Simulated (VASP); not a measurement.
# AlAs (F-43m) in VASP: settings compared

AlAs is run at these levels: LDA, PBE; tasks: relaxation of cell and atoms, single point.

All numbers are computed with VASP 6.6.1; they aren't measurements. Logs are shortened: lines on timing, memory, paths and dates and some standing lists are left out, and cuts for length are marked.

### 1 The cell of the first run

Symmetry: F-43m, No. 216, cubic system. The conventional cell has a = 5.728 Å, b = 5.728 Å, c = 5.728 Å, α = 90.00°, β = 90.00°, γ = 90.00°. Within 3.3 Å of Al (site symmetry -43m) lie 4 As at 2.48 Å. Within 3.3 Å of As (site symmetry -43m) lie 4 Al at 2.48 Å.

### 2 Relaxation of cell and atoms, LDA

File INCAR:

```
SYSTEM = AlAs
PREC = Accurate
ENCUT = 500
EDIFF = 1E-7
ISMEAR = -1
SIGMA = 0.02
LREAL = .False.
LASPH = .True.
NELM = 120
ALGO = Normal
ISIF = 3
LWAVE = .False.
LCHARG = .False.
IBRION = 2
NSW = 80
EDIFFG = -0.005
GGA_COMPAT = .False.
NELMIN = 4
```

File KPOINTS:

```
regular mesh
0
Gamma
  8 8 8
  0 0 0
```

File POSCAR:

```
AlAs
1.0
    0.0000000000      2.8638066096      2.8638066096
    2.8638066096      0.0000000000      2.8638066096
    2.8638066096      2.8638066096      0.0000000000
Al As
1 1
Direct
    0.0000000000      0.0000000000      0.0000000000
    0.2500000000      0.2500000000      0.2500000000
```

Potentials or basis: VASP PAW LDA potentials, release 64 (Al, As).

The run is started by

```sh
$ cat potpaw_LDA.64/Al/POTCAR potpaw_LDA.64/As/POTCAR > POTCAR
$ mpirun -np 1 vasp_std > vasp.out
```

OUTCAR:

```text
SYSTEM = AlAs
   PREC = Accurate
   ENCUT = 500
   EDIFF = 1E-7
   ISMEAR = -1
   LREAL = .False.
   LASPH = .True.
   NELM = 120
   ISIF = 3
   IBRION = 2
   NSW = 80
   EDIFFG = -0.005
   NELMIN = 4

 ion  position               nearest neighbor table
   1  0.000  0.000  0.000-   2 2.48   2 2.48   2 2.48   2 2.48
   2  0.250  0.250  0.250-   1 2.48   1 2.48   1 2.48   1 2.48

  LATTYP: Found a face centered cubic cell.
 ALAT       =     5.7276132192

  Lattice vectors:

 A1 = (   0.0000000000,   2.8638066096,   2.8638066096)
 A2 = (   2.8638066096,   0.0000000000,   2.8638066096)
 A3 = (   2.8638066096,   2.8638066096,   0.0000000000)

Analysis of symmetry for initial positions (statically):
=====================================================================
 Subroutine PRICEL returns:
 Original cell was already a primitive cell.

 Routine SETGRP: Setting up the symmetry group for a
 face centered cubic supercell.

 Subroutine GETGRP returns: Found 24 space group operations
 (whereof 24 operations were pure point group operations)
 out of a pool of 48 trial point group operations.

The static configuration has the point symmetry T_d .

Analysis of symmetry for dynamics (positions and initial velocities):
=====================================================================
 Subroutine PRICEL returns:
 Original cell was already a primitive cell.

 Routine SETGRP: Setting up the symmetry group for a
 face centered cubic supercell.

 Subroutine GETGRP returns: Found 24 space group operations
 (whereof 24 operations were pure point group operations)
 out of a pool of 48 trial point group operations.

The dynamic configuration has the point symmetry T_d .

 Subroutine INISYM returns: Found 24 space group operations
 (whereof 24 operations are pure point group operations),
 and found     1 'primitive' translations

----------------------------------------------------------------------------------------

                                     Primitive cell

  volume of cell :      46.9744

  direct lattice vectors                    reciprocal lattice vectors
     0.000000000  2.863806610  2.863806610    -0.174592795  0.174592795  0.174592795
     2.863806610  0.000000000  2.863806610     0.174592795 -0.174592795  0.174592795
     2.863806610  2.863806610  0.000000000     0.174592795  0.174592795 -0.174592795

  length of vectors
     4.050034147  4.050034147  4.050034147     0.302403591  0.302403591  0.302403591

  position of ions in fractional coordinates (direct lattice)
     0.000000000  0.000000000  0.000000000
     0.250000000  0.250000000  0.250000000

  ion indices of the primitive-cell ions
   primitive index   ion index
                 1           1
                 2           2

----------------------------------------------------------------------------------------

 KPOINTS: regular mesh

Automatic generation of k-mesh.
 Grid dimensions read from file:
 generate k-points for:    8    8    8

 Generating k-lattice:

  Cartesian coordinates                     Fractional coordinates (reciprocal lattice)
    -0.021824099  0.021824099  0.021824099     0.125000000  0.000000000  0.000000000
     0.021824099 -0.021824099  0.021824099     0.000000000  0.125000000  0.000000000
     0.021824099  0.021824099 -0.021824099     0.000000000  0.000000000  0.125000000

  Length of vectors
     0.037800449  0.037800449  0.037800449

  Shift w.r.t. Gamma in fractional coordinates (k-lattice)
     0.000000000  0.000000000  0.000000000

 Subroutine IBZKPT returns following result:
 ===========================================

 Found     29 irreducible k-points:

 Following reciprocal coordinates:
            Coordinates               Weight
  0.000000  0.000000  0.000000      1.000000
  0.125000  0.000000  0.000000      8.000000
  0.250000  0.000000  0.000000      8.000000
  0.375000  0.000000  0.000000      8.000000
  0.500000  0.000000  0.000000      4.000000
  0.125000  0.125000  0.000000      6.000000
[... 16 lines left out ...]
  0.500000  0.250000  0.125000     48.000000
 -0.375000  0.250000  0.125000     24.000000
 [... further k-points ...]
   k-points           NKPTS =     29   k-points in BZ     NKDIM =     29   number of bands    NBANDS=      8
   number of dos      NEDOS =    301   number of ions     NIONS =      2
   total plane-waves  NPLWV =  27000
   dimension x,y,z NGX =    30 NGY =   30 NGZ =   30
   dimension x,y,z NGXF=    60 NGYF=   60 NGZF=   60
   ions per type =               1   1
   NGX,Y,Z   is equivalent  to a cutoff of  12.31, 12.31, 12.31 a.u.
   NGXF,Y,Z  is equivalent  to a cutoff of  24.63, 24.63, 24.63 a.u.
 SYSTEM =  AlAs
   PREC   = accura    normal or accurate (medium, high low for compatibility)
   ISTART =      0    job   : 0-new  1-cont  2-samecut
   ICHARG =      2    charge: 1-file 2-atom 10-const
   ISPIN  =      1    spin polarized calculation?
   LNONCOLLINEAR =      F non collinear calculations
   LSORBIT =      F    spin-orbit coupling
   LASPH  =      T    aspherical Exc in radial PAW
   ENCUT  =  500.0 eV  36.75 Ry    6.06 a.u.   7.38  7.38  7.38*2*pi/ulx,y,z
   NELM   =    120;   NELMIN=  4; NELMDL= -5     # of ELM steps
   EDIFF  = 0.1E-06   stopping-criterion for ELM
   LREAL  =      F    real-space projection
   EDIFFG = -.5E-02   stopping-criterion for IOM
   NSW    =     80    number of steps for IOM
   IBRION =      2    ionic relax: 0-MD 1-quasi-New 2-CG
   NFREE  =      1    steps in history (QN), initial steepest desc. (CG)
   ISIF   =      3    stress and relaxation
   ISYM   =      2    0-nonsym 1-usesym 2-fastsym
   POTIM  = 0.5000    time-step for ionic-motion
   TEBEG  =    0.0;   TEEND  =   0.0 temperature during run
   PSTRESS=    0.0 pullay stress
   NELECT =       8.0000    total number of electrons
   NUPDOWN=      -1.0000    fix difference up-down
   EMIN   =  10.00;   EMAX   =-10.00  energy-range for DOS
   EFERMI =   0.00;   METHOD = LEGACY
   ISMEAR =    -1;   SIGMA  =   0.02  broadening in eV -4-tet -1-fermi 0-gaus
   EFERMI_NEDOS =   21; number of points for ismear=-14 and -15
   IALGO  =     38    algorithm
   IMIX   =      4    mixing-type and parameters
     AMIX     =   0.40;   BMIX     =  1.00
     AMIX_MAG =   1.60;   BMIX_MAG =  1.00
  volume/ion in A,a.u.               =      23.49       158.50
  Fermi-wavevector in a.u.,A,eV,Ry     =   0.907440  1.714813 11.203676  0.823447
  Thomas-Fermi vector in A             =   2.031247
   LORBIT       =      0    0 simple, 1 ext, 2 COOP (PROOUT), +10 PAW based schemes
   GGA     = CA    functional components
   LHFCALC =     F    Hartree Fock is set to
   AEXX    =    0.0000 exact exchange contribution
   IVDW    =     0    specifies the selected vdW correction
   LEPSILON=     F    determine dielectric tensor
   LRPA    =     F    only Hartree local field effects (RPA)
 conjugate gradient relaxation of ions
 non-spin polarized calculation
  energy-cutoff  :      500.00
  volume of cell :       46.97
 maximum number of plane-waves:      1243
 NGX is ok and might be reduce to    30
   NGX = 15   NGY = 15   NGZ = 15

--------------------------------------- Ionic step        1  -------------------------------------------

 number of electron       7.9999999 magnetization

 Free energy of the ion-electron system (eV)
  ---------------------------------------------------
  ext. energy  EPLUGINS =         0.00000000
  ---------------------------------------------------
  free energy    TOTEN  =       -10.49125649 eV

  energy without entropy =      -10.49125649  energy(sigma->0) =      -10.49125649

 E-fermi :   3.8686     XC(G=0):  -9.1463

 val. band max:        3.4845090263   @ k =   0.0000   0.0000   0.0000
 cond. band min:       4.8793371055   @ k =   0.5000   0.5000   0.0000
 fundamental gap:      1.3948280792
 Fermi energy:         3.8686082242

 k-point     1 :       0.0000    0.0000    0.0000
  band No.  band energies     occupation
      1      -8.2179      2.00000
      2       3.4845      2.00000
      3       3.4845      2.00000
      4       3.4845      2.00000
      5       5.0933      0.00000
      6       7.6706      0.00000
      7       7.6706      0.00000
      8       7.6706      0.00000

 k-point     2 :       0.1250    0.0000    0.0000
  band No.  band energies     occupation
      1      -8.0723      2.00000
      2       2.0274      2.00000
      3       3.3288      2.00000
      4       3.3288      2.00000
      5       5.9335      0.00000
      6       7.9424      0.00000
      7       7.9424      0.00000
      8       7.9945      0.00000

 k-point     3 :       0.2500    0.0000    0.0000
  band No.  band energies     occupation
      1      -7.6700      2.00000
      2       0.1278      2.00000
      3       3.0208      2.00000
      4       3.0208      2.00000
      5       5.8336      0.00000
      6       8.2850      0.00000
      7       8.2850      0.00000
      8       9.6074      0.00000
[... 280 lines left out ...]
 VOLUME and BASIS-vectors are now :
 -----------------------------------------------------------------------------
  energy-cutoff  :      500.00
  volume of cell :       43.81
      direct lattice vectors                 reciprocal lattice vectors
     0.000000000  2.798010360  2.798010360    -0.178698409  0.178698409  0.178698409
     2.798010360  0.000000000  2.798010360     0.178698409 -0.178698409  0.178698409
     2.798010360  2.798010360  0.000000000     0.178698409  0.178698409 -0.178698409

 POSITION                                       TOTAL-FORCE (eV/Angst)
 -----------------------------------------------------------------------------------
      2.79801      0.00000      2.79801        -0.000000     -0.000000      0.000000
      1.39901      1.39901      1.39901         0.000000      0.000000     -0.000000
 -----------------------------------------------------------------------------------
    total drift:                                0.000000      0.000000      0.000000

  FREE ENERGIE OF THE ION-ELECTRON SYSTEM (eV)
  ---------------------------------------------------
  free  energy   TOTEN  =       -10.5089008314 eV

  energy  without entropy=      -10.5089008314  energy(sigma->0) =      -10.50890083

--------------------------------------- Ionic step        3  -------------------------------------------

 number of electron       8.0000001 magnetization

 Free energy of the ion-electron system (eV)
  ---------------------------------------------------
  ext. energy  EPLUGINS =         0.00000000
  ---------------------------------------------------
  free energy    TOTEN  =       -10.51424814 eV

  energy without entropy =      -10.51424814  energy(sigma->0) =      -10.51424814

 E-fermi :   4.2797     XC(G=0):  -9.3252

 val. band max:        3.8881344161   @ k =   0.0000   0.0000   0.0000
 cond. band min:       5.2057856496   @ k =   0.5000   0.5000   0.0000
 fundamental gap:      1.3176512335
 Fermi energy:         4.2797167584

 k-point     1 :       0.0000    0.0000    0.0000
  band No.  band energies     occupation
      1      -8.0748      2.00000
      2       3.8881      2.00000
      3       3.8881      2.00000
      4       3.8881      2.00000
      5       5.8682      0.00000
      6       8.1545      0.00000
      7       8.1545      0.00000
      8       8.1545      0.00000

 k-point     2 :       0.1250    0.0000    0.0000
  band No.  band energies     occupation
      1      -7.9198      2.00000
      2       2.4316      2.00000
      3       3.7248      2.00000
      4       3.7248      2.00000
      5       6.6292      0.00000
      6       8.4388      0.00000
      7       8.4388      0.00000
      8       8.5486      0.00000

 k-point     3 :       0.2500    0.0000    0.0000
  band No.  band energies     occupation
      1      -7.4893      2.00000
      2       0.4501      2.00000
      3       3.4035      2.00000
      4       3.4035      2.00000
      5       6.4395      0.00000
      6       8.7775      0.00000
      7       8.7775      0.00000
      8      10.2901      0.00000
[... 244 lines left out ...]
 VOLUME and BASIS-vectors are now :
 -----------------------------------------------------------------------------
  energy-cutoff  :      500.00
  volume of cell :       44.80
      direct lattice vectors                 reciprocal lattice vectors
     0.000000000  2.818884312  2.818884312    -0.177375140  0.177375140  0.177375140
     2.818884312  0.000000000  2.818884312     0.177375140 -0.177375140  0.177375140
     2.818884312  2.818884312  0.000000000     0.177375140  0.177375140 -0.177375140

 POSITION                                       TOTAL-FORCE (eV/Angst)
 -----------------------------------------------------------------------------------
      0.00000      0.00000      0.00000         0.000000     -0.000000     -0.000000
      1.40944      1.40944      1.40944         0.000000      0.000000      0.000000
 -----------------------------------------------------------------------------------
    total drift:                               -0.000000     -0.000000     -0.000000

  FREE ENERGIE OF THE ION-ELECTRON SYSTEM (eV)
  ---------------------------------------------------
  free  energy   TOTEN  =       -10.5142481352 eV

  energy  without entropy=      -10.5142481352  energy(sigma->0) =      -10.51424814

 reached required accuracy - stopping structural energy minimisation
```

It took 13 s on 1 thread of Intel Xeon Platinum 8559C (Emerald Rapids), shared host; peak memory 0.15 GiB.

What came out:

```
Free energy                           : -10.5142 eV
Relaxed volume                        : 22.40 Å³/atom
Relaxed cell                          : a = 3.987 Å, b = 3.987 Å, c = 3.987 Å, α = 60.00°, β = 60.00°, γ = 60.00°
Space group after relaxing (to 0.1 Å) : F-43m (No. 216)
Energy gained by relaxing             : 11.5 meV/atom
Ionic steps                           : 3
Pressure after relaxing               : 0.0 GPa
Band gap on the k mesh                : 1.32 eV (least direct gap 1.98 eV)
```

Step by step:
```
step  energy change (eV)  largest force (eV/Å)  pressure (GPa)  volume (Å³)
   1              0.0000                0.0000           -3.25        46.97
   2             -0.0176                0.0000            1.77        43.81
   3             -0.0230                0.0000           -0.01        44.80
```

Final structure:
```
Al As
1.0
     0.00000    2.81888    2.81888
     2.81888    0.00000    2.81888
     2.81888    2.81888    0.00000
Al As
1 1
Cartesian
  0.0000 0.0000 0.0000
  1.4094 1.4094 1.4094
```

(Part 1 of 2 ends here.)
